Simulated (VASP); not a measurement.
The system is AlN.

```xyz
4
Lattice="2.0930 -1.5575 0.0000 2.0930 1.5575 0.0000 -1.5584 0.0000 4.4776" Properties=species:S:1:pos:R:3 pbc="T T T"
Al    1.7396    0.5175    2.8946
Al    2.5188   -0.5175    0.6558
N     0.1088    0.5175    3.8218
N     0.8880   -0.5175    1.5830
```

| Item | Value |
| --- | --- |
| Program | VASP 6.6.1 |
| Task | relaxation of cell and atoms |
| Functional | PBE |
| Potentials or basis | VASP PAW PBE potentials, release 64 (Al, N) |
| Cutoff | 600 eV |
| k mesh | 8 × 8 × 4 |
| Occupations | gaussian, width 0.1 eV |
| Spin | no spin polarisation |

At the start: pressure 72.9 GPa; volume 7.30 Å³/atom.

Q: Where does the relaxation end?

A: Over 19 steps the energy falls by 700.9 meV/atom and the volume is 8.41 Å³/atom (+15.2 %); space group Fm-3m (No. 225, to 0.05 Å).

The path:
```csv
step,energy change (eV),largest force (eV/Å),pressure (GPa),volume (Å³)
1,0.0000,0.9708,72.91,29.19
2,-0.8708,0.3625,-35.01,45.35
3,-1.8255,0.4717,-8.49,37.35
4,-2.2689,0.5954,-5.82,36.62
5,-2.2738,0.6066,-5.47,36.54
6,-2.3605,0.6393,2.63,34.99
7,-2.3711,0.6986,7.62,34.18
8,-2.4251,0.6718,6.84,34.06
9,-2.5684,0.6819,5.15,33.69
10,-2.7139,0.6787,7.12,32.92
11,-2.7138,0.6830,5.64,33.10
12,-2.7186,0.6729,6.24,33.02
13,-2.7829,0.3153,-2.47,34.02
14,-2.7830,0.3255,-2.14,33.98
15,-2.7974,0.1878,-0.18,33.68
16,-2.8012,0.0866,1.54,33.45
17,-2.8035,0.0442,-0.34,33.68
18,-2.8036,0.0450,-0.16,33.66
19,-2.8037,0.0275,0.00,33.64
```

Final structure:
```yaml
crystal:
  lattice:
    - [2.48870, -1.43843, 0.04286]
    - [2.48870, 1.43843, 0.04286]
    - [-1.74227, 0.00000, 4.66880]
  atoms:
    - { symbol: Al, position: [0.37520, 0.87496, 0.62501] }
    - { symbol: Al, position: [0.87496, 0.37520, 0.12501] }
    - { symbol: N, position: [0.12392, 0.62591, 0.87499] }
    - { symbol: N, position: [0.62591, 0.12392, 0.37499] }
```

Caveat: the volume moved by over 15 % at a fixed basis, so the end points are rough.
